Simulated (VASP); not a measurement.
# Mg3BiSb (P4mm) in VASP: a series of runs, part 2 of 2

VASP 6.6.1. The steps go on from the part before.

**3. Relaxation of cell and atoms, PBE**

This run uses another cell than the first one, of 29.81 Å³/atom.

Contents of INCAR:

```
ALGO = Fast
EDIFF = 1E-7
EDIFFG = -0.01
ENCUT = 600
GGA = PE
IBRION = 2
ISIF = 3
ISMEAR = 0
LASPH = T
LCHARG = F
LREAL = F
LWAVE = F
NELM = 80
NSW = 100
PREC = Accurate
SIGMA = 0.1
```

Contents of KPOINTS:

```
k-points
0
Gamma
  8 8 6
```

Contents of POSCAR:

```
Mg3BiSb
1.0
    4.6301051910      0.0000000000      0.0000000000
    0.0000000000      4.6301051910      0.0000000000
    0.0000000000      0.0000000000      6.9530745195
Mg Sb Bi
3 1 1
Direct
    0.5000000000      0.5000000000      0.0097273486
    0.0000000000      0.5000000000      0.3806372900
    0.5000000000      0.0000000000      0.3806372900
    0.5000000000      0.5000000000      0.6084267580
    0.0000000000      0.0000000000      0.0805713133
```

Potentials or basis: VASP PAW PBE potentials, release 64 (Mg, Sb, Bi_d).

Run with:

```console
$ cat potpaw_PBE.64/Mg/POTCAR potpaw_PBE.64/Sb/POTCAR potpaw_PBE.64/Bi_d/POTCAR > POTCAR
$ mpirun -np 1 vasp_std > vasp.out
```

OUTCAR:

```text
EDIFF = 1E-7
   EDIFFG = -0.01
   ENCUT = 600
   GGA = PE
   IBRION = 2
   ISIF = 3
   ISMEAR = 0
   LASPH = T
   LREAL = F
   NELM = 80
   NSW = 100
   PREC = Accurate

 ion  position               nearest neighbor table
   1  0.500  0.500  0.010-   4 2.79   5 3.31   5 3.31   5 3.31   5 3.31   2 3.47   2 3.47   3 3.47
                             3 3.47
   2  0.000  0.500  0.381-   4 2.80   4 2.80   5 3.12   5 3.12   3 3.27   3 3.27   3 3.27   3 3.27
                             1 3.47   1 3.47
   3  0.500  0.000  0.381-   4 2.80   4 2.80   5 3.12   5 3.12   2 3.27   2 3.27   2 3.27   2 3.27
                             1 3.47   1 3.47
   4  0.500  0.500  0.608-   1 2.79   2 2.80   3 2.80   3 2.80   2 2.80
   5  0.000  0.000  0.081-   2 3.12   3 3.12   2 3.12   3 3.12   1 3.31   1 3.31   1 3.31   1 3.31

  LATTYP: Found a simple tetragonal cell.
 ALAT       =     4.6301051910
 C/A-ratio  =     1.5017098387

  Lattice vectors:

 A1 = (   4.6301051910,   0.0000000000,   0.0000000000)
 A2 = (   0.0000000000,   4.6301051910,   0.0000000000)
 A3 = (   0.0000000000,   0.0000000000,   6.9530745195)

Analysis of symmetry for initial positions (statically):
=====================================================================
 Subroutine PRICEL returns:
 Original cell was already a primitive cell.

 Routine SETGRP: Setting up the symmetry group for a
 simple tetragonal supercell.

 Subroutine GETGRP returns: Found  8 space group operations
 (whereof  8 operations were pure point group operations)
 out of a pool of 16 trial point group operations.

The static configuration has the point symmetry C_4v.

Analysis of symmetry for dynamics (positions and initial velocities):
=====================================================================
 Subroutine PRICEL returns:
 Original cell was already a primitive cell.

 Routine SETGRP: Setting up the symmetry group for a
 simple tetragonal supercell.

 Subroutine GETGRP returns: Found  8 space group operations
 (whereof  8 operations were pure point group operations)
 out of a pool of 16 trial point group operations.

The dynamic configuration has the point symmetry C_4v.

 Subroutine INISYM returns: Found  8 space group operations
 (whereof  8 operations are pure point group operations),
 and found     1 'primitive' translations

----------------------------------------------------------------------------------------

                                     Primitive cell

  volume of cell :     149.0591

  direct lattice vectors                    reciprocal lattice vectors
     4.630105191  0.000000000  0.000000000     0.215977814  0.000000000  0.000000000
     0.000000000  4.630105191  0.000000000     0.000000000  0.215977814  0.000000000
     0.000000000  0.000000000  6.953074520     0.000000000  0.000000000  0.143821269

  length of vectors
     4.630105191  4.630105191  6.953074520     0.215977814  0.215977814  0.143821269

  position of ions in fractional coordinates (direct lattice)
[... 64 lines left out ...]
  0.375000  0.125000  0.166667     16.000000
  0.500000  0.125000  0.166667      8.000000
 [... further k-points ...]
   k-points           NKPTS =     60   k-points in BZ     NKDIM =     60   number of bands    NBANDS=     17
   number of dos      NEDOS =    301   number of ions     NIONS =      5
   total plane-waves  NPLWV =  89600
   dimension x,y,z NGX =    40 NGY =   40 NGZ =   56
   dimension x,y,z NGXF=    80 NGYF=   80 NGZF=  112
   ions per type =               3   1   1
   NGX,Y,Z   is equivalent  to a cutoff of  14.36, 14.36, 13.39 a.u.
   NGXF,Y,Z  is equivalent  to a cutoff of  28.72, 28.72, 26.78 a.u.
 SYSTEM =  unknown system
   PREC   = accura    normal or accurate (medium, high low for compatibility)
   ISTART =      0    job   : 0-new  1-cont  2-samecut
   ICHARG =      2    charge: 1-file 2-atom 10-const
   ISPIN  =      1    spin polarized calculation?
   LNONCOLLINEAR =      F non collinear calculations
   LSORBIT =      F    spin-orbit coupling
   LASPH  =      T    aspherical Exc in radial PAW
   ENCUT  =  600.0 eV  44.10 Ry    6.64 a.u.   9.25  9.25 13.89*2*pi/ulx,y,z
   NELM   =     80;   NELMIN=  2; NELMDL= -5     # of ELM steps
   EDIFF  = 0.1E-06   stopping-criterion for ELM
   LREAL  =      F    real-space projection
   EDIFFG = -.1E-01   stopping-criterion for IOM
   NSW    =    100    number of steps for IOM
   IBRION =      2    ionic relax: 0-MD 1-quasi-New 2-CG
   NFREE  =      1    steps in history (QN), initial steepest desc. (CG)
   ISIF   =      3    stress and relaxation
   ISYM   =      2    0-nonsym 1-usesym 2-fastsym
   POTIM  = 0.5000    time-step for ionic-motion
   TEBEG  =    0.0;   TEEND  =   0.0 temperature during run
   PSTRESS=    0.0 pullay stress
   NELECT =      26.0000    total number of electrons
   NUPDOWN=      -1.0000    fix difference up-down
   EMIN   =  10.00;   EMAX   =-10.00  energy-range for DOS
   EFERMI =   0.00;   METHOD = LEGACY
   ISMEAR =     0;   SIGMA  =   0.10  broadening in eV -4-tet -1-fermi 0-gaus
   EFERMI_NEDOS =   21; number of points for ismear=-14 and -15
   IALGO  =     68    algorithm
   IMIX   =      4    mixing-type and parameters
     AMIX     =   0.40;   BMIX     =  1.00
     AMIX_MAG =   1.60;   BMIX_MAG =  1.00
  volume/ion in A,a.u.               =      29.81       201.18
  Fermi-wavevector in a.u.,A,eV,Ry     =   0.914702  1.728537 11.383725  0.836680
  Thomas-Fermi vector in A             =   2.039359
   LORBIT       =      0    0 simple, 1 ext, 2 COOP (PROOUT), +10 PAW based schemes
   GGA     = PE    functional components
   LHFCALC =     F    Hartree Fock is set to
   AEXX    =    0.0000 exact exchange contribution
   IVDW    =     0    specifies the selected vdW correction
   LEPSILON=     F    determine dielectric tensor
   LRPA    =     F    only Hartree local field effects (RPA)
 conjugate gradient relaxation of ions
 non-spin polarized calculation
 RMM-DIIS sequential band-by-band and
 Gauss-broadening in eV      SIGMA  =   0.10
  energy-cutoff  :      600.00
  volume of cell :      149.06
 maximum number of plane-waves:      5006
 NGX is ok and might be reduce to    40
   NGX = 19   NGY = 19   NGZ = 27

--------------------------------------- Ionic step        1  -------------------------------------------

 number of electron      25.9999994 magnetization

 Free energy of the ion-electron system (eV)
  ---------------------------------------------------
  ext. energy  EPLUGINS =         0.00000000
  ---------------------------------------------------
  free energy    TOTEN  =       -13.69393552 eV

  energy without entropy =      -13.68640820  energy(sigma->0) =      -13.69017186

------------------------ aborting loop because EDIFF is reached ----------------------------------------

  FORCE on cell =-STRESS in cart. coord.  units (eV):
  Direction    XX          YY          ZZ          XY          YZ          ZX
  --------------------------------------------------------------------------------------
  -------------------------------------------------------------------------------------
  Total       -0.2236693     -0.2236693      0.3134263      0.0000000      0.0000000     -0.0000000
  in kB       -2.4041321     -2.4041321      3.3688948      0.0000000      0.0000000     -0.0000000
  external PRESSURE =      -0.4797898 kB  Pullay stress =       0.0000000 kB
[... 182 lines left out ...]
--------------------------------------- Ionic step        6  -------------------------------------------

 number of electron      25.9999997 magnetization

 Free energy of the ion-electron system (eV)
  ---------------------------------------------------
  ext. energy  EPLUGINS =         0.00000000
  ---------------------------------------------------
  free energy    TOTEN  =       -13.69775569 eV

  energy without entropy =      -13.69085081  energy(sigma->0) =      -13.69430325

 E-fermi :   3.3365     XC(G=0):  -8.4242

 val. band max:        3.3240155093   @ k =   0.1250   0.0000   0.1667
 cond. band min:       3.3398050616   @ k =   0.3750   0.0000   0.0000
 fundamental gap:      0.0157895523
 Fermi energy:         3.3364974122

 k-point     1 :       0.0000    0.0000    0.0000
  band No.  band energies     occupation
      1     -18.6315      2.00000
      2     -18.6289      2.00000
      3     -18.5948      2.00000
      4     -18.5948      2.00000
      5     -18.5786      2.00000
      6      -7.3007      2.00000
[... 457 lines left out ...]
      4     -18.5950      2.00000
      5     -18.5753      2.00000
      6      -6.8331      2.00000
[... 9 lines left out ...]
     16       6.5155      0.00000
     17       6.5178      0.00000

 [... further k-points ...]

------------------------ aborting loop because EDIFF is reached ----------------------------------------

  FORCE on cell =-STRESS in cart. coord.  units (eV):
  Direction    XX          YY          ZZ          XY          YZ          ZX
  --------------------------------------------------------------------------------------
  -------------------------------------------------------------------------------------
  Total       -0.0030786     -0.0030786     -0.0206790      0.0000000      0.0000000      0.0000000
  in kB       -0.0332817     -0.0332817     -0.2235506      0.0000000      0.0000000      0.0000000
  external PRESSURE =      -0.0967047 kB  Pullay stress =       0.0000000 kB
[... 20 lines left out ...]
  FREE ENERGIE OF THE ION-ELECTRON SYSTEM (eV)
  ---------------------------------------------------
  free  energy   TOTEN  =       -13.6977556940 eV

  energy  without entropy=      -13.6908508101  energy(sigma->0) =      -13.69430325

 reached required accuracy - stopping structural energy minimisation
```

Wall time 13 min (1 thread of Intel Xeon Platinum 8259CL at 2.50GHz (Skylake/Cascade Lake), shared host); peak memory 0.48 GiB.

Results:

```yaml
Free_energy: -13.6978 eV
Relaxed_volume: 29.64 Å³/atom
Relaxed_cell: a = 4.597 Å, b = 4.597 Å, c = 7.013 Å, α = 90.00°, β = 90.00°, γ = 90.00°
Space_group_after_relaxing_to_0.1_Å: P4mm (No. 99)
Energy_gained_by_relaxing: 0.8 meV/atom
Ionic_steps: 6
Pressure_after_relaxing: 0.0 GPa
Largest_force_after_relaxing: 0.006 eV/Å
Band_gap_on_the_k_mesh: zero (bands 13 and 14 overlap by 1.31 eV)
```

Forces in eV/Å, atoms in the order of the input:
```
Mg   0.000  0.000 -0.001
Mg   0.000  0.000  0.003
Mg   0.000  0.000  0.003
Sb   0.000  0.000  0.001
Bi   0.000  0.000 -0.006
```

The path:
| step | energy change (eV) | largest force (eV/Å) | pressure (GPa) | volume (Å³) |
| --- | --- | --- | --- | --- |
| 1 | 0.0000 | 0.0771 | -0.05 | 149.06 |
| 2 | -0.0019 | 0.0547 | -0.05 | 148.87 |
| 3 | -0.0034 | 0.0735 | -0.03 | 148.55 |
| 4 | -0.0034 | 0.0763 | -0.03 | 148.50 |
| 5 | -0.0038 | 0.0278 | -0.01 | 148.31 |
| 6 | -0.0038 | 0.0056 | -0.01 | 148.21 |

Final structure:
```cif
data_structure
_symmetry_space_group_name_H-M 'P 1'
_symmetry_Int_Tables_number 1
_cell_length_a 4.5970
_cell_length_b 4.5970
_cell_length_c 7.0131
_cell_angle_alpha 90.000
_cell_angle_beta 90.000
_cell_angle_gamma 90.000
_cell_volume 148.21
loop_
_atom_site_label
_atom_site_type_symbol
_atom_site_fract_x
_atom_site_fract_y
_atom_site_fract_z
_atom_site_occupancy
Mg1 Mg 0.50000 0.50000 0.00986 1
Mg2 Mg 0.00000 0.50000 0.38054 1
Mg3 Mg 0.50000 0.00000 0.38054 1
Sb1 Sb 0.50000 0.50000 0.61041 1
Bi1 Bi 0.00000 0.00000 0.07865 1
```

Levels at points of the mesh, in eV from the Fermi level:
| k point | band 9 | band 10 | band 11 | band 12 | band 13 | band 14 | band 15 | band 16 | band 17 |
| --- | --- | --- | --- | --- | --- | --- | --- | --- | --- |
| (0.00, 0.00, 0.00) | -1.46 | -1.46 | -0.93 | 0.05 | 0.10 | 0.10 | 1.79 | 1.81 | 3.83 |
| (0.50, 0.00, 0.00) | -3.30 | -2.75 | -1.64 | -0.39 | -0.26 | 1.99 | 2.43 | 3.51 | 3.58 |
| (0.50, 0.50, 0.00) | -3.73 | -2.22 | -1.70 | -1.70 | -1.38 | -1.19 | 1.56 | 1.56 | 1.63 |
| (0.00, 0.00, 0.50) | -2.04 | -1.13 | -1.13 | -0.53 | -0.53 | 0.50 | 2.00 | 2.62 | 3.40 |
| (0.50, 0.00, 0.50) | -3.74 | -1.07 | -0.41 | -0.32 | -0.23 | 1.20 | 1.30 | 2.80 | 2.92 |
| (0.50, 0.50, 0.50) | -3.43 | -3.03 | -2.43 | -2.43 | -1.65 | 0.89 | 2.83 | 2.89 | 3.49 |

Caveat: spin-orbit coupling is left out, which moves the levels of the heavy elements.

The gap in the log of VASP goes by the Fermi energy; the results here count the filled bands.